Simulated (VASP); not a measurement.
# Bi (R-3m) in VASP: notebook

Bi is run at these levels: LDA; tasks: single point.

All numbers are computed with VASP 6.6.1; they aren't measurements. Logs are shortened: lines on timing, memory, paths and dates and some standing lists are left out, and cuts for length are marked.

**1. The cell of the first run**

It takes space group R-3m (No. 166, trigonal). The conventional cell has a = 4.490 Å, b = 4.490 Å, c = 11.517 Å, α = 90.00°, β = 90.00°, γ = 120.00°. Within 4.0 Å of Bi (site symmetry 3m) lie 6 Bi at 3.06 to 3.41 Å.

**2. Single point, LDA**

Input file INCAR:

```
SYSTEM = Bi
PREC = Accurate
ENCUT = 520
EDIFF = 1E-6
ISMEAR = 1
SIGMA = 0.3
LREAL = .False.
LASPH = .True.
NELM = 100
ALGO = Normal
ISIF = 2
LWAVE = .False.
LCHARG = .False.
GGA = CA
NBANDS = 22
```

Input file KPOINTS:

```
regular mesh
0
Gamma
  9 9 9
  0 0 0
```

Input file POSCAR:

```
Bi
1.0
    2.2451514826      1.2962388128      3.8388382945
   -2.2451514826      1.2962388128      3.8388382945
    0.0000000000     -2.5924776257      3.8388382945
Bi
2
Direct
    0.2371145469      0.2371145469      0.2371145469
    0.7628854531      0.7628854531      0.7628854531
```

Potentials or basis: VASP PAW LDA potentials, release 64 (Bi_d).

Started as:

```bash
$ cat potpaw_LDA.64/Bi_d/POTCAR > POTCAR
$ mpirun -np 1 vasp_std > vasp.out
```

OUTCAR:

```text
SYSTEM = Bi
   PREC = Accurate
   ENCUT = 520
   EDIFF = 1E-6
   ISMEAR = 1
   LREAL = .False.
   LASPH = .True.
   NELM = 100
   ISIF = 2
   GGA = CA

 ion  position               nearest neighbor table
   1  0.237  0.237  0.237-   2 3.06   2 3.06   2 3.06   2 3.41   2 3.41   2 3.41
   2  0.763  0.763  0.763-   1 3.06   1 3.06   1 3.06   1 3.41   1 3.41   1 3.41

  LATTYP: Found a trigonal (rhomboedric) cell.
 ALAT       =     4.6322370072
 COS(alpha) =     0.5301710765

  Lattice vectors:

 A1 = (   2.2451514826,   1.2962388128,   3.8388382945)
 A2 = (  -2.2451514826,   1.2962388128,   3.8388382945)
 A3 = (   0.0000000000,  -2.5924776257,   3.8388382945)

Analysis of symmetry for initial positions (statically):
=====================================================================
 Subroutine PRICEL returns:
 Original cell was already a primitive cell.

 Routine SETGRP: Setting up the symmetry group for a
 trigonal (rhombohedral) supercell.

 Subroutine GETGRP returns: Found 12 space group operations
 (whereof 12 operations were pure point group operations)
 out of a pool of 12 trial point group operations.

The static configuration has the point symmetry D_3d.

Analysis of symmetry for dynamics (positions and initial velocities):
=====================================================================
 Subroutine PRICEL returns:
 Original cell was already a primitive cell.

 Routine SETGRP: Setting up the symmetry group for a
 trigonal (rhombohedral) supercell.

 Subroutine GETGRP returns: Found 12 space group operations
 (whereof 12 operations were pure point group operations)
 out of a pool of 12 trial point group operations.

The dynamic configuration has the point symmetry D_3d.

 Subroutine INISYM returns: Found 12 space group operations
 (whereof 12 operations are pure point group operations),
 and found     1 'primitive' translations

----------------------------------------------------------------------------------------

                                     Primitive cell

  volume of cell :      67.0319

  direct lattice vectors                    reciprocal lattice vectors
     2.245151483  1.296238813  3.838838294     0.222702122  0.128577130  0.086831825
    -2.245151483  1.296238813  3.838838294    -0.222702122  0.128577130  0.086831825
     0.000000000 -2.592477626  3.838838294     0.000000000 -0.257154260  0.086831825

  length of vectors
     4.632237007  4.632237007  4.632237007     0.271418642  0.271418642  0.271418642

  position of ions in fractional coordinates (direct lattice)
     0.237114547  0.237114547  0.237114547
     0.762885453  0.762885453  0.762885453

  ion indices of the primitive-cell ions
   primitive index   ion index
                 1           1
                 2           2

----------------------------------------------------------------------------------------

 KPOINTS: regular mesh

Automatic generation of k-mesh.
 Grid dimensions read from file:
 generate k-points for:    9    9    9

 Generating k-lattice:

  Cartesian coordinates                     Fractional coordinates (reciprocal lattice)
     0.024744680  0.014286348  0.009647981     0.111111111  0.000000000 -0.000000000
    -0.024744680  0.014286348  0.009647981     0.000000000  0.111111111 -0.000000000
     0.000000000 -0.028572696  0.009647981     0.000000000  0.000000000  0.111111111

  Length of vectors
     0.030157627  0.030157627  0.030157627

  Shift w.r.t. Gamma in fractional coordinates (k-lattice)
     0.000000000  0.000000000  0.000000000

 Subroutine IBZKPT returns following result:
 ===========================================

 Found     85 irreducible k-points:

 Following reciprocal coordinates:
            Coordinates               Weight
  0.000000  0.000000  0.000000      1.000000
  0.111111 -0.000000  0.000000      6.000000
  0.222222  0.000000  0.000000      6.000000
  0.333333 -0.000000  0.000000      6.000000
  0.444444  0.000000  0.000000      6.000000
  0.111111  0.111111  0.000000      6.000000
[... 16 lines left out ...]
 -0.333333  0.333333  0.000000      6.000000
  0.444444  0.444444  0.000000      6.000000
 [... further k-points ...]
   k-points           NKPTS =     85   k-points in BZ     NKDIM =     85   number of bands    NBANDS=     22
   number of dos      NEDOS =    301   number of ions     NIONS =      2
   total plane-waves  NPLWV =  46656
   dimension x,y,z NGX =    36 NGY =   36 NGZ =   36
   dimension x,y,z NGXF=    72 NGYF=   72 NGZF=   72
   ions per type =               2
   NGX,Y,Z   is equivalent  to a cutoff of  12.92, 12.92, 12.92 a.u.
   NGXF,Y,Z  is equivalent  to a cutoff of  25.84, 25.84, 25.84 a.u.
 SYSTEM =  Bi
   PREC   = accura    normal or accurate (medium, high low for compatibility)
   ISTART =      0    job   : 0-new  1-cont  2-samecut
   ICHARG =      2    charge: 1-file 2-atom 10-const
   ISPIN  =      1    spin polarized calculation?
   LNONCOLLINEAR =      F non collinear calculations
   LSORBIT =      F    spin-orbit coupling
   LASPH  =      T    aspherical Exc in radial PAW
   ENCUT  =  520.0 eV  38.22 Ry    6.18 a.u.   8.61  8.61  8.61*2*pi/ulx,y,z
   NELM   =    100;   NELMIN=  2; NELMDL= -5     # of ELM steps
   EDIFF  = 0.1E-05   stopping-criterion for ELM
   LREAL  =      F    real-space projection
   EDIFFG = 0.1E-04   stopping-criterion for IOM
   NSW    =      0    number of steps for IOM
   IBRION =     -1    ionic relax: 0-MD 1-quasi-New 2-CG
   NFREE  =      0    steps in history (QN), initial steepest desc. (CG)
   ISIF   =      2    stress and relaxation
   ISYM   =      2    0-nonsym 1-usesym 2-fastsym
   POTIM  = 0.5000    time-step for ionic-motion
   TEBEG  =    0.0;   TEEND  =   0.0 temperature during run
   PSTRESS=    0.0 pullay stress
   NELECT =      30.0000    total number of electrons
   NUPDOWN=      -1.0000    fix difference up-down
   EMIN   =  10.00;   EMAX   =-10.00  energy-range for DOS
   EFERMI =   0.00;   METHOD = LEGACY
   ISMEAR =     1;   SIGMA  =   0.30  broadening in eV -4-tet -1-fermi 0-gaus
   EFERMI_NEDOS =   21; number of points for ismear=-14 and -15
   IALGO  =     38    algorithm
   IMIX   =      4    mixing-type and parameters
     AMIX     =   0.40;   BMIX     =  1.00
     AMIX_MAG =   1.60;   BMIX_MAG =  1.00
  volume/ion in A,a.u.               =      33.52       226.18
  Fermi-wavevector in a.u.,A,eV,Ry     =   1.252241  2.366393 21.335406  1.568108
  Thomas-Fermi vector in A             =   2.386151
   LORBIT       =      0    0 simple, 1 ext, 2 COOP (PROOUT), +10 PAW based schemes
   GGA     = CA    functional components
   LHFCALC =     F    Hartree Fock is set to
   AEXX    =    0.0000 exact exchange contribution
   IVDW    =     0    specifies the selected vdW correction
   LEPSILON=     F    determine dielectric tensor
   LRPA    =     F    only Hartree local field effects (RPA)
 non-spin polarized calculation
 Methfessel and Paxton  Order N= 1 SIGMA  =   0.30
  energy-cutoff  :      520.00
  volume of cell :       67.03
 maximum number of plane-waves:      1827
   NGX = 17   NGY = 17   NGZ = 17

 number of electron      30.0000008 magnetization

 Free energy of the ion-electron system (eV)
  ---------------------------------------------------
  ext. energy  EPLUGINS =         0.00000000
  ---------------------------------------------------
  free energy    TOTEN  =        -9.13143326 eV

  energy without entropy =       -9.14138157  energy(sigma->0) =       -9.13474936

 E-fermi :   6.7084     XC(G=0): -10.0319

 val. band max:        6.6436258689   @ k =   0.2222   0.2222   0.1111
 cond. band min:       6.9053638991   @ k =   0.4444   0.1111   0.1111
 fundamental gap:      0.2617380302
 Fermi energy:         6.7084079466

 k-point     1 :       0.0000    0.0000    0.0000
  band No.  band energies     occupation
      1     -16.3005      2.00000
      2     -16.3005      2.00000
      3     -16.1282      2.00000
      4     -16.1282      2.00000
      5     -16.1171      2.00000
      6     -15.9183      2.00000
[... 14 lines left out ...]
     21      12.3602     -0.00000
     22      12.9588      0.00000

 k-point     2 :       0.1111   -0.0000    0.0000
  band No.  band energies     occupation
      1     -16.2888      2.00000
      2     -16.2871      2.00000
      3     -16.1231      2.00000
      4     -16.1206      2.00000
      5     -16.1101      2.00000
      6     -15.9246      2.00000
[... 14 lines left out ...]
     21      12.5213     -0.00000
     22      13.9643      0.00000

 k-point     3 :       0.2222    0.0000    0.0000
  band No.  band energies     occupation
      1     -16.2562      2.00000
      2     -16.2484      2.00000
      3     -16.1097      2.00000
      4     -16.0991      2.00000
      5     -16.0894      2.00000
      6     -15.9453      2.00000
[... 14 lines left out ...]
     21      13.1366      0.00000
     22      15.8463      0.00000

 k-point     4 :       0.3333   -0.0000    0.0000
  band No.  band energies     occupation
      1     -16.2106      2.00000
      2     -16.1895      2.00000
      3     -16.0925      2.00000
      4     -16.0675      2.00000
      5     -16.0573      2.00000
      6     -15.9813      2.00000
[... 14 lines left out ...]
     21      14.1955      0.00000
     22      17.2689      0.00000

 k-point     5 :       0.4444    0.0000    0.0000
  band No.  band energies     occupation
      1     -16.1709      2.00000
      2     -16.1211      2.00000
      3     -16.0789      2.00000
      4     -16.0446      2.00000
      5     -16.0333      2.00000
      6     -16.0052      2.00000
[... 14 lines left out ...]
     21      15.5902      0.00000
     22      15.9588      0.00000

 k-point     6 :       0.1111    0.1111    0.0000
  band No.  band energies     occupation
      1     -16.2986      2.00000
      2     -16.2707      2.00000
      3     -16.1278      2.00000
      4     -16.1154      2.00000
      5     -16.1061      2.00000
      6     -15.9281      2.00000
[... 14 lines left out ...]
     21      12.8938      0.00000
     22      13.6317      0.00000

 k-point     7 :       0.2222    0.1111   -0.0000
  band No.  band energies     occupation
      1     -16.2843      2.00000
      2     -16.2331      2.00000
      3     -16.1215      2.00000
      4     -16.1004      2.00000
      5     -16.0873      2.00000
      6     -15.9458      2.00000
[... 324 lines left out ...]
      6     -15.9918      2.00000
[... 14 lines left out ...]
     21      15.5420      0.00000
     22      15.9454      0.00000

 k-point    21 :       0.4444    0.3333    0.0000
  band No.  band energies     occupation
      1     -16.2755      2.00000
      2     -16.1307      2.00000
      3     -16.1217      2.00000
      4     -16.0405      2.00000
      5     -16.0242      2.00000
      6     -15.9999      2.00000
[... 14 lines left out ...]
     21      16.3549      0.00000
     22      16.8931      0.00000

 k-point    22 :      -0.4444    0.3333    0.0000
  band No.  band energies     occupation
      1     -16.2478      2.00000
      2     -16.1340      2.00000
      3     -16.1055      2.00000
      4     -16.0437      2.00000
      5     -16.0270      2.00000
      6     -15.9995      2.00000
[... 14 lines left out ...]
     21      15.6649      0.00000
     22      17.5379      0.00000

 k-point    23 :      -0.3333    0.3333    0.0000
  band No.  band energies     occupation
      1     -16.2254      2.00000
      2     -16.1261      2.00000
      3     -16.0670      2.00000
      4     -16.0537      2.00000
      5     -16.0527      2.00000
      6     -15.9980      2.00000
[... 14 lines left out ...]
     21      14.7263      0.00000
     22      16.6335      0.00000

 k-point    24 :       0.4444    0.4444    0.0000
  band No.  band energies     occupation
      1     -16.2848      2.00000
      2     -16.1403      2.00000
      3     -16.1288      2.00000
      4     -16.0213      2.00000
      5     -16.0184      2.00000
      6     -15.9987      2.00000
[... 14 lines left out ...]
     21      16.5110      0.00000
     22      17.2073      0.00000

 [... further k-points ...]
[... 5 lines left out ...]
  --------------------------------------------------------------------------------------
  -------------------------------------------------------------------------------------
  Total        0.0538775      0.0538775      0.0056789      0.0000000     -0.0000000     -0.0000000
  in kB        1.2877636      1.2877636      0.1357362      0.0000000     -0.0000000     -0.0000000
  external PRESSURE =       0.9037544 kB  Pullay stress =       0.0000000 kB

 VOLUME and BASIS-vectors are now :
 -----------------------------------------------------------------------------
  energy-cutoff  :      520.00
  volume of cell :       67.03
      direct lattice vectors                 reciprocal lattice vectors
     2.245151483  1.296238813  3.838838294     0.222702122  0.128577130  0.086831825
    -2.245151483  1.296238813  3.838838294    -0.222702122  0.128577130  0.086831825
     0.000000000 -2.592477626  3.838838294     0.000000000 -0.257154260  0.086831825

 POSITION                                       TOTAL-FORCE (eV/Angst)
 -----------------------------------------------------------------------------------
      0.00000     -0.00000      2.73073         0.000000      0.000000     -0.011058
      0.00000     -0.00000      8.78578         0.000000     -0.000000      0.011058
 -----------------------------------------------------------------------------------
    total drift:                                0.000000      0.000000      0.000000

  FREE ENERGIE OF THE ION-ELECTRON SYSTEM (eV)
  ---------------------------------------------------
  free  energy   TOTEN  =        -9.1314332560 eV

  energy  without entropy=       -9.1413815671  energy(sigma->0) =       -9.13474936
```

Run time: 52 s. Hardware: 1 thread of Intel Xeon 6975P-C (Granite Rapids), shared host; peak memory 0.23 GiB.

What came out:

```yaml
Free_energy: -9.1314 eV
Pressure: 0.1 GPa
Largest_force: 0.011 eV/Å
Band_gap_on_the_k_mesh: zero (band 15 reaches 6.64 eV, above the bottom of band 16 at 6.61 eV)
```

Forces on the atoms (eV/Å):
```
Bi   0.000  0.000 -0.011
Bi   0.000  0.000  0.011
```

Stress tensor (GPa, compression positive):
```
0.13 0.00 0.00
0.00 0.13 0.00
0.00 0.00 0.01
```

Levels at points of the mesh, in eV from the Fermi level:
| k point | band 12 | band 13 | band 14 | band 15 | band 16 | band 17 | band 18 | band 19 |
| --- | --- | --- | --- | --- | --- | --- | --- | --- |
| (0.00, 0.00, 0.00) | -7.37 | -1.62 | -1.37 | -1.37 | 2.72 | 3.02 | 3.02 | 5.48 |

Caveat: spin-orbit coupling is left out, which moves the levels of the heavy elements.

**3. Single point, LDA**

Input file INCAR:

```
SYSTEM = Bi
ALGO     = Normal         ! electronic algorithm
EDIFF    = 1E-6           ! SCF threshold, eV
ENCUT    = 520            ! plane-wave cutoff, eV
ISIF     = 2              ! what is computed and relaxed
ISMEAR   = 1              ! smearing method
LASPH    = .True.         ! aspherical terms in the spheres
LCHARG   = .True.         ! write CHGCAR
LELF     = .True.         ! ELF
LREAL    = .False.        ! projectors in reciprocal space
LVHAR    = .True.       
LWAVE    = .False.        ! write WAVECAR
NBANDS   = 22             ! bands
NELM     = 60             ! most SCF steps
PREC     = Accurate       ! precision mode
SIGMA    = 0.6            ! smearing width, eV
```

Input file KPOINTS:

```
k-points
0
Gamma
  9 9 9
  0 0 0
```

POSCAR is that of step 2.

Potentials or basis: VASP PAW LDA potentials, release 64 (Bi_d).

Started as:

```bash
$ cat potpaw_LDA.64/Bi_d/POTCAR > POTCAR
$ mpirun -np 1 vasp_std > vasp.out
```

Run time: 54 s. Hardware: 1 thread of Intel Xeon 6975P-C (Granite Rapids), shared host; peak memory 0.23 GiB.

The run converged. Its results:

```
Free energy            : -9.1126 eV
Pressure               : 0.0 GPa
Largest force          : 0.003 eV/Å
Band gap on the k mesh : zero (band 15 reaches 6.64 eV, above the bottom of band 16 at 6.61 eV)
```

Forces on the atoms (eV/Å):
```
Bi   0.000  0.000 -0.003
Bi   0.000  0.000  0.003
```

Levels at points of the mesh, in eV from the Fermi level:
| k point | band 11 | band 12 | band 13 | band 14 | band 15 | band 16 | band 17 | band 18 | band 19 | band 20 |
| --- | --- | --- | --- | --- | --- | --- | --- | --- | --- | --- |
| (0.00, 0.00, 0.00) | -13.43 | -7.36 | -1.61 | -1.36 | -1.36 | 2.73 | 3.03 | 3.03 | 5.50 | 5.66 |

Caveat: spin-orbit coupling is left out, which moves the levels of the heavy elements.

(Part 1 of 2 ends here.)
